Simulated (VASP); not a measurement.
# H (I4/mmm) in VASP: a series of runs

H is run at these levels: PBE; tasks: vibrations by perturbation theory.

Everything below comes from runs of VASP 6.6.1. Logs are shortened: lines on timing, memory, paths and dates and some standing lists are left out, and cuts for length are marked.

## Step 1: The cell of the first run

The structure is tetragonal, space group I4/mmm (No. 139). The conventional cell has a = 2.087 Å, b = 2.087 Å, c = 2.976 Å, α = 90.00°, β = 90.00°, γ = 90.00°. H (site symmetry 4mm) has 1 H at 0.74 Å within 1.0 Å.

## Step 2: Vibrations by perturbation theory, PBE

Input file INCAR:

```
SYSTEM = H
PREC = Accurate ; ENCUT = 520
EDIFF = 1E-8 ; ISMEAR = 0
SIGMA = 0.01 ; LREAL = .FALSE.
LASPH = .TRUE. ; NELM = 60
ALGO = Normal ; ISIF = 2
LWAVE = .FALSE. ; LCHARG = .FALSE.
GGA = PE ; NBANDS = 8
IBRION = 8 ; NSW = 1
LEPSILON = .TRUE.
```

Input file KPOINTS:

```
Automatic mesh
0
G
  8 8 8
  0 0 0
```

Input file POSCAR:

```
H
1.0
   -1.0432902583      1.0432902583      1.4880049785
    1.0432902583     -1.0432902583      1.4880049785
    1.0432902583      1.0432902583     -1.4880049785
H
2
Direct
    0.8763919642      0.8763919642      0.0000000000
    0.1236080358      0.1236080358      0.0000000000
```

Potentials or basis: VASP PAW PBE potentials, release 64 (H).

On the command line:

```sh
> cat potpaw_PBE.64/H/POTCAR > POTCAR
> mpirun -np 1 vasp_std > vasp.out
```

OUTCAR:

```text
SYSTEM = H
   PREC = Accurate
   ENCUT = 520
   EDIFF = 1E-8
   ISMEAR = 0
   LREAL = .FALSE.
   LASPH = .TRUE.
   NELM = 60
   ISIF = 2
   GGA = PE
   IBRION = 8
   NSW = 1
   LEPSILON = .TRUE.

 ion  position               nearest neighbor table
   1  0.876  0.876  0.000-   2 0.74
   2  0.124  0.124  0.000-   1 0.74

  LATTYP: Found a body centered tetragonal cell.
 ALAT       =     2.0865805166
 C/A-ratio  =     1.4262617394

  Lattice vectors:

 A1 = (  -1.0432902583,   1.0432902583,   1.4880049785)
 A2 = (   1.0432902583,  -1.0432902583,   1.4880049785)
 A3 = (   1.0432902583,   1.0432902583,  -1.4880049785)

Analysis of symmetry for initial positions (statically):
=====================================================================
 Subroutine PRICEL returns:
 Original cell was already a primitive cell.

 Routine SETGRP: Setting up the symmetry group for a
 body centered tetragonal supercell.

 Subroutine GETGRP returns: Found 16 space group operations
 (whereof 16 operations were pure point group operations)
 out of a pool of 16 trial point group operations.

The static configuration has the point symmetry D_4h.

Analysis of symmetry for dynamics (positions and initial velocities):
=====================================================================
 Subroutine PRICEL returns:
 Original cell was already a primitive cell.

 Routine SETGRP: Setting up the symmetry group for a
 body centered tetragonal supercell.

 Subroutine GETGRP returns: Found 16 space group operations
 (whereof 16 operations were pure point group operations)
 out of a pool of 16 trial point group operations.

The dynamic configuration has the point symmetry D_4h.

 Subroutine INISYM returns: Found 16 space group operations
 (whereof 16 operations are pure point group operations),
 and found     1 'primitive' translations

----------------------------------------------------------------------------------------

                                     Primitive cell

  volume of cell :       6.4785

  direct lattice vectors                    reciprocal lattice vectors
    -1.043290258  1.043290258  1.488004979     0.000000000  0.479253013  0.336020381
     1.043290258 -1.043290258  1.488004979     0.479253013  0.000000000  0.336020381
     1.043290258  1.043290258 -1.488004979     0.479253013  0.479253013  0.000000000

  length of vectors
     2.095487519  2.095487519  2.095487519     0.585314571  0.585314571  0.677766111

  position of ions in fractional coordinates (direct lattice)
     0.876391964  0.876391964  0.000000000
     0.123608036  0.123608036  0.000000000

  ion indices of the primitive-cell ions
   primitive index   ion index
                 1           1
                 2           2

----------------------------------------------------------------------------------------

 KPOINTS: Automatic mesh

Automatic generation of k-mesh.
 Grid dimensions read from file:
 generate k-points for:    8    8    8

 Generating k-lattice:
[... 416 lines left out ...]
  ---------------------------------------------------
  free energy    TOTEN  =        -0.04170682 eV

  energy without entropy =       -0.04170682

------------------------ aborting loop because EDIFF is reached ----------------------------------------

--------------------------------------- Ionic step        2  -------------------------------------------

------------------------ aborting loop because EDIFF is reached ----------------------------------------

--------------------------------------- Ionic step        3  -------------------------------------------

------------------------ aborting loop because EDIFF is reached ----------------------------------------

 PIEZOELECTRIC TENSOR FIELD DIRECTION 3  (e Angst)
 -----------------------------------------------------------------------------
    -0.00062  0.00000  0.00000           ( -0.00000  0.00000  0.00000)
     0.00000 -0.00062  0.00000           (  0.00000 -0.00000  0.00000)
     0.00000  0.00000  0.00082           (  0.00000  0.00000 -0.00000)

 PIEZOELECTRIC TENSOR FIELD DIRECTION 3  (C/m^2)
 -----------------------------------------------------------------------------
    -0.00153  0.00000  0.00000
     0.00000 -0.00153  0.00000
     0.00000  0.00000  0.00202

--------------------------------------- Ionic step        4  -------------------------------------------

------------------------ aborting loop because EDIFF is reached ----------------------------------------

[... ionic steps 5 to 5 ...]

--------------------------------------- Ionic step        6  -------------------------------------------

 Free energy of the ion-electron system (eV)
  ---------------------------------------------------
  ---------------------------------------------------
  free energy    TOTEN  =        -0.01983212 eV

  energy without entropy =       -0.01983212

------------------------ aborting loop because EDIFF is reached ----------------------------------------

 INTERNAL STRAIN TENSOR  FOR ION    1  DIRECTION 3   (eV/Angst):
 -----------------------------------------------------------------------------
    -0.70071  0.00000  0.00000
     0.00000 -0.70071 -0.00000
     0.00000  0.00000 24.41410

 MACROSCOPIC STATIC DIELECTRIC TENSOR (including local field effects in DFT)
 ------------------------------------------------------
           3.128161     0.000000     0.000000
           0.000000     3.128161    -0.000000
          -0.000000     0.000000     4.839518
 ------------------------------------------------------

 PIEZOELECTRIC TENSOR (including local field effects)  for field in x, y, z        (e  Angst)
          XX          YY          ZZ          XY          YZ          ZX
  --------------------------------------------------------------------------------
  x     0.00000     0.00000     0.00000     0.00000     0.00000     0.00000
  y     0.00000     0.00000     0.00000     0.00000     0.00000     0.00000
  z     0.00000     0.00000     0.00000     0.00000     0.00000     0.00000

 PIEZOELECTRIC TENSOR (including local field effects)  for field in x, y, z        (C/m^2)
          XX          YY          ZZ          XY          YZ          ZX
  --------------------------------------------------------------------------------
  x     0.00000     0.00000     0.00000     0.00000     0.00000     0.00000
  y     0.00000     0.00000     0.00000     0.00000     0.00000     0.00000
  z     0.00000     0.00000     0.00000     0.00000     0.00000     0.00000

 BORN EFFECTIVE CHARGES (including local field effects) (in |e|, cummulative output)
 ---------------------------------------------------------------------------------
 ion    1
    1     0.00000     0.00000     0.00000
    2     0.00000     0.00000     0.00000
    3     0.00000     0.00000     0.00000
 ion    2
    1     0.00000     0.00000     0.00000
    2     0.00000     0.00000     0.00000
    3     0.00000     0.00000     0.00000

 INTERNAL STRAIN TENSOR FOR ION    2 for displacements in x,y,z  (eV/Angst):
          X           Y           Z          XY          YZ          ZX
  --------------------------------------------------------------------------------
  x     0.00000     0.00000     0.00000     0.00000     0.00000     0.06446
  y     0.00000    -0.00000     0.00000     0.00000     0.07597     0.00000
  z     0.70071     0.70071   -24.41410     0.00000     0.00000     0.00000

 SECOND DERIVATIVES (NOT SYMMETRIZED)
 ------------------------------------
               1X          1Y          1Z          2X          2Y          2Z
  1X    -0.338118   -0.000000    0.000000    0.338118    0.000000    0.000000
  1Y     0.000000   -0.338118   -0.000000    0.000000    0.338118    0.000000
  1Z     0.000000   -0.000000  -34.488579    0.000000    0.000000   34.488579
  2X     0.338118    0.000000    0.000000   -0.338118   -0.000000    0.000000
  2Y     0.000000    0.338118    0.000000    0.000000   -0.338118   -0.000000
  2Z     0.000000    0.000000   34.488579    0.000000   -0.000000  -34.488579

 Eigenvectors and eigenvalues of the dynamical matrix
 ----------------------------------------------------

   1 f  =  129.838466 THz   815.799139 2PiTHz 4330.945030 cm-1   536.968506 meV
             X         Y         Z           dx          dy          dz
      0.000000  0.000000  2.608151     0.000000    0.000000    0.707107
      0.000000  0.000000  0.367859     0.000000    0.000000   -0.707107
[... 16 lines left out ...]
   5 f  =    0.000000 THz     0.000000 2PiTHz    0.000000 cm-1     0.000000 meV
             X         Y         Z           dx          dy          dz
      0.000000  0.000000  2.608151     0.000000    0.000000    0.707107
      0.000000  0.000000  0.367859     0.000000    0.000000    0.707107

   6 f/i=    0.000000 THz     0.000003 2PiTHz    0.000015 cm-1     0.000002 meV
             X         Y         Z           dx          dy          dz
      0.000000  0.000000  2.608151    -0.023531   -0.706715    0.000000
      0.000000  0.000000  0.367859    -0.023531   -0.706715    0.000000

--------------------------------------------------------------------------------------------------------

 MACROSCOPIC STATIC DIELECTRIC TENSOR IONIC CONTRIBUTION
 ------------------------------------------------------
           0.000000     0.000000     0.000000
           0.000000     0.000000     0.000000
           0.000000     0.000000     0.000000
 ------------------------------------------------------

 ELASTIC MODULI CONTR FROM IONIC RELAXATION (kBar)
 Direction    XX          YY          ZZ          XY          YZ          ZX
 --------------------------------------------------------------------------------
 XX          -3.5208     -3.5208    122.6710      0.0000      0.0000     -0.0000
 YY          -3.5208     -3.5208    122.6710      0.0000      0.0000     -0.0000
 ZZ         122.6710    122.6710  -4274.0757      0.0000     -0.0000      0.0000
 XY           0.0000      0.0000      0.0000      0.0000      0.0000      0.0000
 YZ           0.0000      0.0000     -0.0000      0.0000     -4.2219      0.0000
 ZX          -0.0000     -0.0000      0.0000      0.0000      0.0000     -3.0388
 --------------------------------------------------------------------------------

 PIEZOELECTRIC TENSOR IONIC CONTR  for field in x, y, z        (C/m^2)
          XX          YY          ZZ          XY          YZ          ZX
  --------------------------------------------------------------------------------
  x     0.00000     0.00000     0.00000     0.00000     0.00000     0.00000
  y     0.00000     0.00000     0.00000     0.00000     0.00000     0.00000
  z     0.00000     0.00000     0.00000     0.00000     0.00000     0.00000
```

Wall time 42 s (1 thread of Intel Xeon 8259CL, shared host); peak memory 0.13 GiB.

What came out:

```yaml
Electronic_dielectric_tensor_diagonal: 3.13, 3.13, 4.84
Born_charges_mean_of_the_diagonal: H +0.00 e
Highest_phonon_frequency_at_Γ: 4331 cm⁻¹
```

Phonon frequencies in cm⁻¹ (negative: imaginary):
| q point | frequencies |
| --- | --- |
| (0.000, 0.000, 0.000) | 0 0 0 429 429 4331 |

Electronic dielectric tensor:
```
3.13 0.00 0.00
0.00 3.13 0.00
0.00 0.00 4.84
```

Born effective charge tensors (e):
atom 1, H
```
0.00 0.00 0.00
0.00 0.00 0.00
0.00 0.00 0.00
```
atom 2, H
```
0.00 0.00 0.00
0.00 0.00 0.00
0.00 0.00 0.00
```

Caveat: the k points lie up to 0.46 Å⁻¹ apart; the cell stands under pressure or tension, which shifts response properties; this functional lacks dispersion, which holds the molecules together, so the pressure and a relaxed volume are unreliable.

## Step 3: Vibrations by perturbation theory, PBE

This run uses another cell than the first one, of 6.10 Å³/atom.

Input file INCAR:

```
PREC = Accurate
ENCUT = 520
EDIFF = 1E-8
ISMEAR = 0
SIGMA = 0.01
LREAL = False
LASPH = True
NELM = 100
ALGO = Normal
ISIF = 2
LWAVE = False
LCHARG = False
GGA = PE
IBRION = 8
NSW = 1
LEPSILON = True
```

Input file KPOINTS:

```
regular mesh
0
Gamma
  8 8 8
```

Input file POSCAR:

```
H
1.0
   -1.3005586586      1.3005586586      1.8041647904
    1.3005586586     -1.3005586586      1.8041647904
    1.3005586586      1.3005586586     -1.8041647904
H
2
Direct
    0.8966736549      0.8966736549      0.0000000000
    0.1033263451      0.1033263451      0.0000000000
```

Potentials or basis: VASP PAW PBE potentials, release 64 (H).

On the command line:

```sh
> cat potpaw_PBE.64/H/POTCAR > POTCAR
> mpirun -np 1 vasp_std > vasp.out
```

OUTCAR:

```text
PREC = Accurate
   ENCUT = 520
   EDIFF = 1E-8
   ISMEAR = 0
   LREAL = False
   LASPH = True
   NELM = 100
   ISIF = 2
   GGA = PE
   IBRION = 8
   NSW = 1
   LEPSILON = True

 ion  position               nearest neighbor table
   1  0.897  0.897  0.000-   2 0.75
   2  0.103  0.103  0.000-   1 0.75

  LATTYP: Found a body centered tetragonal cell.
 ALAT       =     2.6011173172
 C/A-ratio  =     1.3872229280

[... 519 lines left out ...]
      0.000000  0.000000  0.372836     0.000000    0.000000   -0.707107
[... 21 lines left out ...]
   6 f  =    0.000000 THz     0.000000 2PiTHz    0.000000 cm-1     0.000000 meV
             X         Y         Z           dx          dy          dz
      0.000000  0.000000  3.235494     0.000000    0.000000    0.707107
      0.000000  0.000000  0.372836     0.000000    0.000000    0.707107

--------------------------------------------------------------------------------------------------------

 MACROSCOPIC STATIC DIELECTRIC TENSOR IONIC CONTRIBUTION
 ------------------------------------------------------
           0.000000     0.000000     0.000000
           0.000000     0.000000     0.000000
           0.000000     0.000000     0.000000
 ------------------------------------------------------

 ELASTIC MODULI CONTR FROM IONIC RELAXATION (kBar)
 Direction    XX          YY          ZZ          XY          YZ          ZX
 --------------------------------------------------------------------------------
 XX          -0.5276     -0.5276     35.8869      0.0000     -0.0000      0.0000
 YY          -0.5276     -0.5276     35.8869      0.0000     -0.0000      0.0000
 ZZ          35.8869     35.8869  -2440.8906      0.0000      0.0000      0.0000
 XY           0.0000      0.0000      0.0000      0.0000      0.0000      0.0000
 YZ          -0.0000     -0.0000      0.0000      0.0000     -0.2172      0.0000
 ZX           0.0000      0.0000      0.0000      0.0000      0.0000     -0.3386
 --------------------------------------------------------------------------------

 PIEZOELECTRIC TENSOR IONIC CONTR  for field in x, y, z        (C/m^2)
          XX          YY          ZZ          XY          YZ          ZX
  --------------------------------------------------------------------------------
  x     0.00000     0.00000     0.00000     0.00000     0.00000     0.00000
  y     0.00000     0.00000     0.00000     0.00000     0.00000     0.00000
  z     0.00000     0.00000     0.00000     0.00000     0.00000     0.00000
```

It took 75 s on 1 thread of Intel Xeon 8259CL, shared host; peak memory 0.14 GiB.

What came out:

```yaml
Electronic_dielectric_tensor_diagonal: 1.98, 1.98, 2.46
Born_charges_mean_of_the_diagonal: H +0.00 e
Highest_phonon_frequency_at_Γ: 4341 cm⁻¹
```

Phonon frequencies in cm⁻¹ (negative: imaginary):
```tsv
q point	frequencies
(0.000, 0.000, 0.000)	0 0 0 283 283 4341
```

Electronic dielectric tensor:
```
1.98 0.00 0.00
0.00 1.98 0.00
0.00 0.00 2.46
```

Born effective charge tensors (e):
atom 1, H
```
0.00 0.00 0.00
0.00 0.00 0.00
0.00 0.00 0.00
```
atom 2, H
```
0.00 0.00 0.00
0.00 0.00 0.00
0.00 0.00 0.00
```

Caveat: the k points lie up to 0.37 Å⁻¹ apart; the cell stands under pressure or tension, which shifts response properties; this functional lacks dispersion, which holds the molecules together, so the pressure and a relaxed volume are unreliable.
